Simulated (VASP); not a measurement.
# BN (P6_3mc) in VASP: a series of runs

Aim: see how the results for BN move with the level of theory and the settings. Levels: PBE, LDA. Tasks: single point.

Program: VASP 6.6.1. These are calculated values, not measurements. Logs are shortened: lines on timing, memory, paths and dates and some standing lists are left out, and cuts for length are marked.

## 1. The cell of the first run

It takes space group P6_3mc (No. 186, hexagonal). Conventional cell: a = 2.554 Å, b = 2.554 Å, c = 4.227 Å, α = 90.00°, β = 90.00°, γ = 120.00°. Within 2.1 Å of B (site symmetry 3m) lie 4 N at 1.57 to 1.58 Å. Within 2.1 Å of N (site symmetry 3m) lie 4 B at 1.57 to 1.58 Å.

## 2. Single point, PBE

The input, INCAR:

```
SYSTEM = BN
PREC = Accurate
ENCUT = 520
EDIFF = 1E-6
ISMEAR = 0
SIGMA = 0.1
LREAL = .False.
LASPH = .True.
NELM = 100
ALGO = Normal
ISIF = 2
LWAVE = .False.
LCHARG = .False.
GGA = PE
NBANDS = 16
```

The input, KPOINTS:

```
Automatic mesh
0
Gamma
  6 6 4
  0 0 0
```

The input, POSCAR:

```
BN
1.0
    2.5539396017      0.0000000000      0.0000000000
   -1.2769698009      2.2117765748      0.0000000000
    0.0000000000      0.0000000000      4.2268550000
B N
2 2
Direct
    0.6666666667      0.3333333333      0.9997240000
    0.3333333333      0.6666666667      0.4997240000
    0.6666666667      0.3333333333      0.6252760000
    0.3333333333      0.6666666667      0.1252760000
```

Potentials or basis: VASP PAW PBE potentials, release 64 (B, N).

Run with:

```sh
> cat potpaw_PBE.64/B/POTCAR potpaw_PBE.64/N/POTCAR > POTCAR
> mpirun -np 1 vasp_std > vasp.out
```

OUTCAR:

```text
SYSTEM = BN
   PREC = Accurate
   ENCUT = 520
   EDIFF = 1E-6
   ISMEAR = 0
   LREAL = .False.
   LASPH = .True.
   NELM = 100
   ISIF = 2
   GGA = PE

 ion  position               nearest neighbor table
   1  0.667  0.333  1.000-   4 1.57   4 1.57   4 1.57   3 1.58
   2  0.333  0.667  0.500-   3 1.57   3 1.57   3 1.57   4 1.58
   3  0.667  0.333  0.625-   2 1.57   2 1.57   2 1.57   1 1.58
   4  0.333  0.667  0.125-   1 1.57   1 1.57   1 1.57   2 1.58

  LATTYP: Found a hexagonal cell.
 ALAT       =     2.5539396017
 C/A-ratio  =     1.6550332659

  Lattice vectors:

 A1 = (   2.5539396017,   0.0000000000,   0.0000000000)
 A2 = (  -1.2769698009,   2.2117765748,   0.0000000000)
 A3 = (   0.0000000000,   0.0000000000,   4.2268550000)

Analysis of symmetry for initial positions (statically):
=====================================================================
 Subroutine PRICEL returns:
 Original cell was already a primitive cell.

 Routine SETGRP: Setting up the symmetry group for a
 hexagonal supercell.

 Subroutine GETGRP returns: Found 12 space group operations
 (whereof  6 operations were pure point group operations)
 out of a pool of 24 trial point group operations.

The static configuration has the point symmetry C_3v.
 The point group associated with its full space group is C_6v.

Analysis of symmetry for dynamics (positions and initial velocities):
=====================================================================
 Subroutine PRICEL returns:
 Original cell was already a primitive cell.

 Routine SETGRP: Setting up the symmetry group for a
 hexagonal supercell.

 Subroutine GETGRP returns: Found 12 space group operations
 (whereof  6 operations were pure point group operations)
 out of a pool of 24 trial point group operations.

The dynamic configuration has the point symmetry C_3v.
 The point group associated with its full space group is C_6v.

 Subroutine INISYM returns: Found 12 space group operations
 (whereof  6 operations are pure point group operations),
 and found     1 'primitive' translations

----------------------------------------------------------------------------------------

                                     Primitive cell

  volume of cell :      23.8764

  direct lattice vectors                    reciprocal lattice vectors
     2.553939602  0.000000000  0.000000000     0.391551938  0.226062617  0.000000000
    -1.276969801  2.211776575  0.000000000     0.000000000  0.452125233  0.000000000
     0.000000000  0.000000000  4.226855000     0.000000000  0.000000000  0.236582518

  length of vectors
     2.553939602  2.553939602  4.226855000     0.452125233  0.452125233  0.236582518

  position of ions in fractional coordinates (direct lattice)
     0.666666667  0.333333333  0.999724000
     0.333333333  0.666666667  0.499724000
     0.666666667  0.333333333  0.625276000
     0.333333333  0.666666667  0.125276000

  ion indices of the primitive-cell ions
   primitive index   ion index
                 1           1
                 2           2
                 3           3
                 4           4

----------------------------------------------------------------------------------------

 KPOINTS: Automatic mesh

Automatic generation of k-mesh.
 Grid dimensions read from file:
 generate k-points for:    6    6    4

 Generating k-lattice:

  Cartesian coordinates                     Fractional coordinates (reciprocal lattice)
     0.065258656  0.037677103  0.000000000     0.166666667  0.000000000  0.000000000
     0.000000000  0.075354206  0.000000000     0.000000000  0.166666667  0.000000000
     0.000000000  0.000000000  0.059145630     0.000000000  0.000000000  0.250000000

  Length of vectors
     0.075354206  0.075354206  0.059145630

  Shift w.r.t. Gamma in fractional coordinates (k-lattice)
     0.000000000  0.000000000  0.000000000

 Subroutine IBZKPT returns following result:
 ===========================================

 Found     21 irreducible k-points:

 Following reciprocal coordinates:
            Coordinates               Weight
  0.000000  0.000000  0.000000      1.000000
  0.166667  0.000000  0.000000      6.000000
  0.333333  0.000000  0.000000      6.000000
  0.500000  0.000000  0.000000      3.000000
  0.166667  0.166667  0.000000      6.000000
  0.333333  0.166667  0.000000     12.000000
[... 13 lines left out ...]
  0.333333  0.166667  0.500000     12.000000
  0.333333  0.333333  0.500000      2.000000
   k-points           NKPTS =     21   k-points in BZ     NKDIM =     21   number of bands    NBANDS=     16
   number of dos      NEDOS =    301   number of ions     NIONS =      4
   total plane-waves  NPLWV =  12800
   dimension x,y,z NGX =    20 NGY =   20 NGZ =   32
   dimension x,y,z NGXF=    40 NGYF=   40 NGZF=   64
   ions per type =               2   2
   NGX,Y,Z   is equivalent  to a cutoff of  13.02, 13.02, 12.59 a.u.
   NGXF,Y,Z  is equivalent  to a cutoff of  26.04, 26.04, 25.17 a.u.
 SYSTEM =  BN
   PREC   = accura    normal or accurate (medium, high low for compatibility)
   ISTART =      0    job   : 0-new  1-cont  2-samecut
   ICHARG =      2    charge: 1-file 2-atom 10-const
   ISPIN  =      1    spin polarized calculation?
   LNONCOLLINEAR =      F non collinear calculations
   LSORBIT =      F    spin-orbit coupling
   LASPH  =      T    aspherical Exc in radial PAW
   ENCUT  =  520.0 eV  38.22 Ry    6.18 a.u.   4.75  4.75  7.86*2*pi/ulx,y,z
   NELM   =    100;   NELMIN=  2; NELMDL= -5     # of ELM steps
   EDIFF  = 0.1E-05   stopping-criterion for ELM
   LREAL  =      F    real-space projection
   EDIFFG = 0.1E-04   stopping-criterion for IOM
   NSW    =      0    number of steps for IOM
   IBRION =     -1    ionic relax: 0-MD 1-quasi-New 2-CG
   NFREE  =      0    steps in history (QN), initial steepest desc. (CG)
   ISIF   =      2    stress and relaxation
   ISYM   =      2    0-nonsym 1-usesym 2-fastsym
   POTIM  = 0.5000    time-step for ionic-motion
   TEBEG  =    0.0;   TEEND  =   0.0 temperature during run
   PSTRESS=    0.0 pullay stress
   NELECT =      16.0000    total number of electrons
   NUPDOWN=      -1.0000    fix difference up-down
   EMIN   =  10.00;   EMAX   =-10.00  energy-range for DOS
   EFERMI =   0.00;   METHOD = LEGACY
   ISMEAR =     0;   SIGMA  =   0.10  broadening in eV -4-tet -1-fermi 0-gaus
   EFERMI_NEDOS =   21; number of points for ismear=-14 and -15
   IALGO  =     38    algorithm
   IMIX   =      4    mixing-type and parameters
     AMIX     =   0.40;   BMIX     =  1.00
     AMIX_MAG =   1.60;   BMIX_MAG =  1.00
  volume/ion in A,a.u.               =       5.97        40.28
  Fermi-wavevector in a.u.,A,eV,Ry     =   1.432600  2.707222 27.923836  2.052344
  Thomas-Fermi vector in A             =   2.552210
   LORBIT       =      0    0 simple, 1 ext, 2 COOP (PROOUT), +10 PAW based schemes
   GGA     = PE    functional components
   LHFCALC =     F    Hartree Fock is set to
   AEXX    =    0.0000 exact exchange contribution
   IVDW    =     0    specifies the selected vdW correction
   LEPSILON=     F    determine dielectric tensor
   LRPA    =     F    only Hartree local field effects (RPA)
 non-spin polarized calculation
 Gauss-broadening in eV      SIGMA  =   0.10
  energy-cutoff  :      520.00
  volume of cell :       23.88
 maximum number of plane-waves:       660
 NGX is ok and might be reduce to    20
   NGX =  9   NGY =  9   NGZ = 15

 number of electron      16.0000000 magnetization

 Free energy of the ion-electron system (eV)
  ---------------------------------------------------
  ext. energy  EPLUGINS =         0.00000000
  ---------------------------------------------------
  free energy    TOTEN  =       -34.82845979 eV

  energy without entropy =      -34.82845979  energy(sigma->0) =      -34.82845979

 E-fermi :   7.9274     XC(G=0): -12.7607

 val. band max:        7.4336343697   @ k =   0.0000   0.0000   0.0000
 cond. band min:      12.6291546258   @ k =   0.3333   0.3333   0.0000
 fundamental gap:      5.1955202561
 Fermi energy:         7.9274349586

 k-point     1 :       0.0000    0.0000    0.0000
  band No.  band energies     occupation
      1     -12.8559      2.00000
      2      -8.7557      2.00000
      3      -3.3932      2.00000
      4       5.3345      2.00000
      5       5.3345      2.00000
      6       7.1582      2.00000
[... 8 lines left out ...]
     15      19.2549      0.00000
     16      23.5100      0.00000

 k-point     2 :       0.1667    0.0000    0.0000
  band No.  band energies     occupation
      1     -12.2607      2.00000
      2      -8.3122      2.00000
      3      -2.8037      2.00000
      4       2.9922      2.00000
      5       4.3983      2.00000
      6       5.4518      2.00000
[... 8 lines left out ...]
     15      20.8228      0.00000
     16      22.6500      0.00000

 k-point     3 :       0.3333    0.0000    0.0000
  band No.  band energies     occupation
      1     -10.5792      2.00000
      2      -7.3660      2.00000
      3      -1.1707      2.00000
      4      -0.7072      2.00000
      5       1.9385      2.00000
      6       3.0433      2.00000
[... 8 lines left out ...]
     15      23.0729      0.00000
     16      23.7014      0.00000

 k-point     4 :       0.5000    0.0000    0.0000
  band No.  band energies     occupation
      1      -8.8071      2.00000
      2      -7.5323      2.00000
      3      -1.9884      2.00000
      4      -0.3132      2.00000
      5       0.5778      2.00000
      6       2.5023      2.00000
[... 8 lines left out ...]
     15      23.7695      0.00000
     16      25.0851      0.00000

 k-point     5 :       0.1667    0.1667    0.0000
  band No.  band energies     occupation
      1     -11.1159      2.00000
      2      -7.5794      2.00000
      3      -1.6750      2.00000
      4       0.8781      2.00000
      5       1.8091      2.00000
      6       3.8180      2.00000
[... 8 lines left out ...]
     15      22.8096      0.00000
     16      23.1399      0.00000

 k-point     6 :       0.3333    0.1667    0.0000
  band No.  band energies     occupation
      1      -9.1391      2.00000
      2      -7.1237      2.00000
      3      -1.4295      2.00000
      4       0.0835      2.00000
      5       0.4162      2.00000
      6       1.4884      2.00000
[... 8 lines left out ...]
     15      23.1874      0.00000
     16      23.8387      0.00000
[... 210 lines left out ...]
 k-point    18 :       0.5000    0.0000    0.5000
  band No.  band energies     occupation
      1      -8.0681      2.00000
      2      -8.0681      2.00000
      3      -2.5029      2.00000
      4      -2.5029      2.00000
      5       3.7051      2.00000
      6       3.7051      2.00000
[... 8 lines left out ...]
     15      23.7100      0.00000
     16      23.7100      0.00000

 k-point    19 :       0.1667    0.1667    0.5000
  band No.  band energies     occupation
      1      -9.7964      2.00000
      2      -9.7964      2.00000
      3       0.8559      2.00000
      4       0.8559      2.00000
      5       3.1694      2.00000
      6       3.1694      2.00000
[... 8 lines left out ...]
     15      22.0793      0.00000
     16      22.0793      0.00000

 k-point    20 :       0.3333    0.1667    0.5000
  band No.  band energies     occupation
      1      -8.1894      2.00000
      2      -8.1894      2.00000
      3      -1.5735      2.00000
      4      -1.5735      2.00000
      5       1.9276      2.00000
      6       1.9276      2.00000
[... 8 lines left out ...]
     15      23.5033      0.00000
     16      23.5033      0.00000

 k-point    21 :       0.3333    0.3333    0.5000
  band No.  band energies     occupation
      1      -7.4659      2.00000
      2      -7.4659      2.00000
      3      -1.3370      2.00000
      4      -1.3370      2.00000
      5      -0.2163      2.00000
      6      -0.2163      2.00000
[... 8 lines left out ...]
     15      23.9394      0.00000
     16      23.9394      0.00000

------------------------ aborting loop because EDIFF is reached ----------------------------------------

  FORCE on cell =-STRESS in cart. coord.  units (eV):
  Direction    XX          YY          ZZ          XY          YZ          ZX
  --------------------------------------------------------------------------------------
  -------------------------------------------------------------------------------------
  Total        0.0761549      0.0761549     -0.0561751     -0.0000000      0.0000000      0.0000000
  in kB        5.1102145      5.1102145     -3.7695096     -0.0000000      0.0000000      0.0000000
  external PRESSURE =       2.1503064 kB  Pullay stress =       0.0000000 kB

 VOLUME and BASIS-vectors are now :
 -----------------------------------------------------------------------------
  energy-cutoff  :      520.00
  volume of cell :       23.88
      direct lattice vectors                 reciprocal lattice vectors
     2.553939602  0.000000000  0.000000000     0.391551938  0.226062617  0.000000000
    -1.276969801  2.211776575  0.000000000     0.000000000  0.452125233  0.000000000
     0.000000000  0.000000000  4.226855000     0.000000000  0.000000000  0.236582518

 POSITION                                       TOTAL-FORCE (eV/Angst)
 -----------------------------------------------------------------------------------
      1.27697      0.73726      4.22569        -0.000000      0.000000      0.018829
     -0.00000      1.47452      2.11226         0.000000     -0.000000      0.018829
      1.27697      0.73726      2.64295        -0.000000      0.000000     -0.018829
     -0.00000      1.47452      0.52952         0.000000     -0.000000     -0.018829
 -----------------------------------------------------------------------------------
    total drift:                                0.000000      0.000000      0.000396

  FREE ENERGIE OF THE ION-ELECTRON SYSTEM (eV)
  ---------------------------------------------------
  free  energy   TOTEN  =       -34.8284597910 eV

  energy  without entropy=      -34.8284597910  energy(sigma->0) =      -34.82845979
```

Run time: 5.6 s. Hardware: 1 thread of Intel Xeon Platinum 8488C (Sapphire Rapids), shared host; peak memory 0.13 GiB.

What came out:

- Free energy: -34.8285 eV
- Pressure: 0.2 GPa
- Largest force: 0.019 eV/Å
- Band gap on the k mesh: 5.20 eV, indirect (least direct gap 8.25 eV)

Forces in eV/Å, atoms in the order of the input:
```
B    0.000  0.000  0.019
B    0.000  0.000  0.019
N    0.000  0.000 -0.019
N    0.000  0.000 -0.019
```

Caveat: the k points lie up to 0.47 Å⁻¹ apart.

(Part 1 of 3 ends here.)
